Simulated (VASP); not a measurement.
Al: single point with r2SCAN

Crystal: Al.

```xyz
2
Lattice="2.3906 0.0000 0.0000 -1.1953 2.0703 0.0000 0.0000 0.0000 4.8669" Properties=species:S:1:pos:R:3 pbc="T T T"
Al    1.1953    0.6901    3.6501
Al    0.0000    1.3802    1.2167
```

This cell differs from its parent crystal: strain -0.1500 x Voigt [1, 1, 0, 0, 0, 0].

```
Program                : VASP 6.6.1
Task                   : single point
Functional             : r2SCAN
Potentials or basis    : VASP PAW PBE potentials, release 64 (Al)
Cutoff                 : 520 eV
k mesh                 : 18 × 18 × 10
Occupations            : gaussian, width 0.15 eV
Spin                   : no spin polarisation
Dipole correction      : no
Further INCAR settings : ALGO = Normal; EDIFF = 1e-07; NBANDS = 10
```

```
Pressure               : 58.8 GPa
Band gap on the k mesh : zero (band 3 reaches 14.55 eV, above the bottom of band 4 at 8.73 eV)
```

Stress tensor (GPa, compression positive):
```
82.56  0.00  0.00
 0.00 82.56  0.00
 0.00  0.00 11.33
```

Levels at points of the mesh, in eV from the Fermi level:
```tsv
k point	band 1	band 2	band 3	band 4	band 5	band 6	band 7	band 8
(0.00, 0.00, 0.00)	-14.14	-7.88	-7.56	9.43	10.92	17.03	17.03	18.13
(0.50, 0.00, 0.00)	-5.90	-5.19	0.09	0.92	0.93	1.48	11.74	12.86
(0.00, 0.00, 0.50)	-12.50	-12.50	-0.06	-0.06	17.63	17.63	17.63	17.63
(0.50, 0.00, 0.50)	-4.80	-4.80	-2.83	-2.83	7.33	7.33	8.44	8.44
```

Wall time 95 s on 1 thread of Intel(R) Xeon(R) Platinum 8488C (Sapphire Rapids), with other jobs on the host, peak memory 0.16 GiB.

Caveat: the cell differs from its parent crystal (strain -0.1500 x Voigt [1, 1, 0, 0, 0, 0]); the PAW data sets were made with another functional, which shifts forces and pressure a little.
